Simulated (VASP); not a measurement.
# GaSb (F-43m) in VASP: further runs

Runs on GaSb. Level: PBE. Tasks: relaxation of cell and atoms.

All numbers are computed with VASP 6.6.1; they aren't measurements. Logs are shortened: lines on timing, memory, paths and dates and some standing lists are left out, and cuts for length are marked.

## Step 1: The cell of the first run

Symmetry: F-43m, No. 216, cubic system. The conventional cell has a = 5.502 Å, b = 5.502 Å, c = 5.502 Å, α = 90.00°, β = 90.00°, γ = 90.00°. Within 3.1 Å of Ga (site symmetry -43m) lie 4 Sb at 2.38 Å. Sb (site symmetry -43m) has 4 Ga at 2.38 Å within 3.1 Å.

## Step 2: Relaxation of cell and atoms, PBE, target pressure 50 GPa, at which the enthalpy is minimised

Input file INCAR:

```
ALGO = Normal
EDIFF = 1E-6
EDIFFG = -0.008
ENCUT = 600
GGA = PE
IBRION = 2
ISIF = 3
ISMEAR = 0
LASPH = True
LCHARG = False
LREAL = False
LWAVE = False
NELM = 60
NSW = 70
PREC = Accurate
PSTRESS = 500.0
SIGMA = 0.1
```

Input file KPOINTS:

```
k-points
0
Gamma
  14 14 14
```

Input file POSCAR:

```
GaSb
1.0
    0.0000000000      2.7512236823      2.7512236823
    2.7512236823      0.0000000000      2.7512236823
    2.7512236823      2.7512236823      0.0000000000
Ga Sb
1 1
Direct
    0.0000000000      0.0000000000      0.0000000000
    0.7500000000      0.7500000000      0.7500000000
```

Potentials or basis: VASP PAW PBE potentials, release 64 (Ga_d, Sb).

On the command line:

```bash
$ cat potpaw_PBE.64/Ga_d/POTCAR potpaw_PBE.64/Sb/POTCAR > POTCAR
$ mpirun -np 1 vasp_std > vasp.out
```

OUTCAR:

```text
EDIFF = 1E-6
   EDIFFG = -0.008
   ENCUT = 600
   GGA = PE
   IBRION = 2
   ISIF = 3
   ISMEAR = 0
   LASPH = True
   LREAL = False
   NELM = 60
   NSW = 70
   PREC = Accurate
   PSTRESS = 500.0

 ion  position               nearest neighbor table
   1  0.000  0.000  0.000-   2 2.38   2 2.38   2 2.38   2 2.38
   2  0.750  0.750  0.750-   1 2.38   1 2.38   1 2.38   1 2.38

  LATTYP: Found a face centered cubic cell.
 ALAT       =     5.5024473646

  Lattice vectors:

 A1 = (   0.0000000000,   2.7512236823,   2.7512236823)
 A2 = (   2.7512236823,   0.0000000000,   2.7512236823)
 A3 = (   2.7512236823,   2.7512236823,   0.0000000000)

Analysis of symmetry for initial positions (statically):
=====================================================================
 Subroutine PRICEL returns:
 Original cell was already a primitive cell.

 Routine SETGRP: Setting up the symmetry group for a
 face centered cubic supercell.

 Subroutine GETGRP returns: Found 24 space group operations
 (whereof 24 operations were pure point group operations)
 out of a pool of 48 trial point group operations.

The static configuration has the point symmetry T_d .

Analysis of symmetry for dynamics (positions and initial velocities):
=====================================================================
 Subroutine PRICEL returns:
 Original cell was already a primitive cell.

 Routine SETGRP: Setting up the symmetry group for a
 face centered cubic supercell.

 Subroutine GETGRP returns: Found 24 space group operations
 (whereof 24 operations were pure point group operations)
 out of a pool of 48 trial point group operations.

The dynamic configuration has the point symmetry T_d .

 Subroutine INISYM returns: Found 24 space group operations
 (whereof 24 operations are pure point group operations),
 and found     1 'primitive' translations

----------------------------------------------------------------------------------------

                                     Primitive cell

  volume of cell :      41.6493

  direct lattice vectors                    reciprocal lattice vectors
     0.000000000  2.751223682  2.751223682    -0.181737313  0.181737313  0.181737313
     2.751223682  0.000000000  2.751223682     0.181737313 -0.181737313  0.181737313
     2.751223682  2.751223682  0.000000000     0.181737313  0.181737313 -0.181737313

  length of vectors
     3.890817845  3.890817845  3.890817845     0.314778260  0.314778260  0.314778260

  position of ions in fractional coordinates (direct lattice)
     0.000000000  0.000000000  0.000000000
     0.750000000  0.750000000  0.750000000

  ion indices of the primitive-cell ions
   primitive index   ion index
                 1           1
                 2           2

----------------------------------------------------------------------------------------

 KPOINTS: k-points

Automatic generation of k-mesh.
 Grid dimensions read from file:
 generate k-points for:   14   14   14

 Generating k-lattice:

  Cartesian coordinates                     Fractional coordinates (reciprocal lattice)
    -0.012981237  0.012981237  0.012981237     0.071428571  0.000000000  0.000000000
     0.012981237 -0.012981237  0.012981237     0.000000000  0.071428571  0.000000000
     0.012981237  0.012981237 -0.012981237     0.000000000  0.000000000  0.071428571

  Length of vectors
     0.022484161  0.022484161  0.022484161

  Shift w.r.t. Gamma in fractional coordinates (k-lattice)
     0.000000000  0.000000000  0.000000000

 Subroutine IBZKPT returns following result:
 ===========================================

 Found    104 irreducible k-points:

 Following reciprocal coordinates:
            Coordinates               Weight
  0.000000  0.000000  0.000000      1.000000
  0.071429  0.000000  0.000000      8.000000
  0.142857  0.000000  0.000000      8.000000
  0.214286  0.000000  0.000000      8.000000
  0.285714  0.000000  0.000000      8.000000
  0.357143  0.000000  0.000000      8.000000
[... 16 lines left out ...]
  0.214286  0.142857  0.000000     24.000000
  0.285714  0.142857  0.000000     24.000000
 [... further k-points ...]
   k-points           NKPTS =    104   k-points in BZ     NKDIM =    104   number of bands    NBANDS=     13
   number of dos      NEDOS =    301   number of ions     NIONS =      2
   total plane-waves  NPLWV =  32768
   dimension x,y,z NGX =    32 NGY =   32 NGZ =   32
   dimension x,y,z NGXF=    64 NGYF=   64 NGZF=   64
   ions per type =               1   1
   NGX,Y,Z   is equivalent  to a cutoff of  13.67, 13.67, 13.67 a.u.
   NGXF,Y,Z  is equivalent  to a cutoff of  27.35, 27.35, 27.35 a.u.
 SYSTEM =  unknown system
   PREC   = accura    normal or accurate (medium, high low for compatibility)
   ISTART =      0    job   : 0-new  1-cont  2-samecut
   ICHARG =      2    charge: 1-file 2-atom 10-const
   ISPIN  =      1    spin polarized calculation?
   LNONCOLLINEAR =      F non collinear calculations
   LSORBIT =      F    spin-orbit coupling
   LASPH  =      T    aspherical Exc in radial PAW
   ENCUT  =  600.0 eV  44.10 Ry    6.64 a.u.   7.77  7.77  7.77*2*pi/ulx,y,z
   NELM   =     60;   NELMIN=  2; NELMDL= -5     # of ELM steps
   EDIFF  = 0.1E-05   stopping-criterion for ELM
   LREAL  =      F    real-space projection
   EDIFFG = -.8E-02   stopping-criterion for IOM
   NSW    =     70    number of steps for IOM
   IBRION =      2    ionic relax: 0-MD 1-quasi-New 2-CG
   NFREE  =      1    steps in history (QN), initial steepest desc. (CG)
   ISIF   =      3    stress and relaxation
   ISYM   =      2    0-nonsym 1-usesym 2-fastsym
   POTIM  = 0.5000    time-step for ionic-motion
   TEBEG  =    0.0;   TEEND  =   0.0 temperature during run
   PSTRESS=  500.0 pullay stress
   NELECT =      18.0000    total number of electrons
   NUPDOWN=      -1.0000    fix difference up-down
   EMIN   =  10.00;   EMAX   =-10.00  energy-range for DOS
   EFERMI =   0.00;   METHOD = LEGACY
   ISMEAR =     0;   SIGMA  =   0.10  broadening in eV -4-tet -1-fermi 0-gaus
   EFERMI_NEDOS =   21; number of points for ismear=-14 and -15
   IALGO  =     38    algorithm
   IMIX   =      4    mixing-type and parameters
     AMIX     =   0.40;   BMIX     =  1.00
     AMIX_MAG =   1.60;   BMIX_MAG =  1.00
  volume/ion in A,a.u.               =      20.82       140.53
  Fermi-wavevector in a.u.,A,eV,Ry     =   1.237741  2.338991 20.844162  1.532003
  Thomas-Fermi vector in A             =   2.372295
   LORBIT       =      0    0 simple, 1 ext, 2 COOP (PROOUT), +10 PAW based schemes
   GGA     = PE    functional components
   LHFCALC =     F    Hartree Fock is set to
   AEXX    =    0.0000 exact exchange contribution
   IVDW    =     0    specifies the selected vdW correction
   LEPSILON=     F    determine dielectric tensor
   LRPA    =     F    only Hartree local field effects (RPA)
 conjugate gradient relaxation of ions
 non-spin polarized calculation
 Gauss-broadening in eV      SIGMA  =   0.10
  energy-cutoff  :      600.00
  volume of cell :       41.65
 maximum number of plane-waves:      1411
   NGX = 15   NGY = 15   NGZ = 15

--------------------------------------- Ionic step        1  -------------------------------------------

 number of electron      17.9999992 magnetization

 Free energy of the ion-electron system (eV)
  ---------------------------------------------------
  ext. energy  EPLUGINS =         0.00000000
  ---------------------------------------------------
  free energy    TOTEN  =        -5.79452642 eV

  energy without entropy =       -5.79445712  energy(sigma->0) =       -5.79449177

------------------------ aborting loop because EDIFF is reached ----------------------------------------

  FORCE on cell =-STRESS in cart. coord.  units (eV):
  Direction    XX          YY          ZZ          XY          YZ          ZX
  --------------------------------------------------------------------------------------
  -------------------------------------------------------------------------------------
  Total       10.0424237     10.0424237     10.0424237      0.0000000      0.0000000      0.0000000
  in kB      386.3148698    386.3148698    386.3148698      0.0000000      0.0000000      0.0000000
  external PRESSURE =    -113.6851302 kB  Pullay stress =     500.0000000 kB
[... 23 lines left out ...]
  enthalpy is  TOTEN    =         7.2031919094 eV   P V=       12.9977183284

--------------------------------------- Ionic step        2  -------------------------------------------

 number of electron      18.0000001 magnetization

 E-fermi :  12.1408     XC(G=0): -11.6864

 val. band max:       12.0444521000   @ k =   0.5000   0.5000   0.0000
 cond. band min:      12.1482051854   @ k =   0.5000   0.4286   0.0000
 fundamental gap:      0.1037530853
 Fermi energy:        12.1408428569

 k-point     1 :       0.0000    0.0000    0.0000
  band No.  band energies     occupation
      1      -5.0349      2.00000
      2      -5.0349      2.00000
      3      -5.0349      2.00000
      4      -4.8267      2.00000
      5      -4.8267      2.00000
      6      -4.3580      2.00000
      7      12.5004      0.00000
      8      12.5004      0.00000
      9      12.5004      0.00000
     10      14.6830      0.00000
     11      14.6830      0.00000
     12      14.6830      0.00000
     13      16.7047      0.00000
[... 441 lines left out ...]
  enthalpy is  TOTEN    =         7.1240807683 eV   P V=       12.3685815816

--------------------------------------- Ionic step        4  -------------------------------------------

 number of electron      18.0000007 magnetization

 Free energy of the ion-electron system (eV)
  ---------------------------------------------------
  ext. energy  EPLUGINS =         0.00000000
  ---------------------------------------------------
  free energy    TOTEN  =        -5.20518073 eV

  energy without entropy =       -5.20493770  energy(sigma->0) =       -5.20505921

 E-fermi :   9.5921     XC(G=0): -10.8181

 val. band max:        9.4486950302   @ k =  -0.0714   0.0714   0.0000
 cond. band min:       9.5950261765   @ k =   0.0000   0.0000   0.0000
 fundamental gap:      0.1463311464
 Fermi energy:         9.5920592869

 k-point     1 :       0.0000    0.0000    0.0000
  band No.  band energies     occupation
      1      -6.7769      2.00000
      2      -6.7769      2.00000
      3      -6.7769      2.00000
      4      -6.6367      2.00000
      5      -6.6367      2.00000
      6      -5.1885      2.00000
      7       9.5950      0.96653
      8       9.5950      0.96652
      9       9.5950      0.96652
     10      12.0734      0.00000
     11      12.0734      0.00000
     12      12.0734      0.00000
     13      12.5619      0.00000
[... 397 lines left out ...]
  FREE ENERGIE OF THE ION-ELECTRON SYSTEM (eV)
  ---------------------------------------------------
  free  energy   TOTEN  =        -5.2051807285 eV

  energy  without entropy=       -5.2049377010  energy(sigma->0) =       -5.20505921

  enthalpy is  TOTEN    =         7.1236871066 eV   P V=       12.3288678350

 reached required accuracy - stopping structural energy minimisation
```

Wall time 2.5 min (1 thread of Intel Xeon 6975P-C (Granite Rapids), shared host); peak memory 0.23 GiB.

What came out:

| Quantity | Value |
| --- | --- |
| Free energy | -5.2052 eV |
| Relaxed volume | 19.75 Å³/atom |
| Relaxed cell | a = 3.823 Å, b = 3.823 Å, c = 3.823 Å, α = 60.00°, β = 60.00°, γ = 60.00° |
| Space group after relaxing (to 0.05 Å) | F-43m (No. 216) |
| Energy change on relaxing (the enthalpy is what falls) | +294.7 meV/atom |
| Ionic steps | 4 |
| Pressure after relaxing | 50.1 GPa |

The path:
| step | energy change (eV) | largest force (eV/Å) | pressure (GPa) | volume (Å³) |
| --- | --- | --- | --- | --- |
| 1 | 0.0000 | 0.0000 | 38.63 | 41.65 |
| 2 | 3.3817 | 0.0000 | 101.77 | 33.36 |
| 3 | 0.5500 | 0.0000 | 49.15 | 39.63 |
| 4 | 0.5893 | 0.0000 | 50.06 | 39.51 |

Final structure:
```
Ga Sb
1.0
     0.00000    2.70320    2.70320
     2.70320    0.00000    2.70320
     2.70320    2.70320    0.00000
Ga Sb
1 1
Direct
  0.00000 0.00000 0.00000
  0.75000 0.75000 0.75000
```

Caveat: the cell is relaxed towards a set pressure, so the enthalpy falls and the energy may rise; spin-orbit coupling is left out, which moves the levels of the heavy elements.

(Part 1 of 2 ends here.)
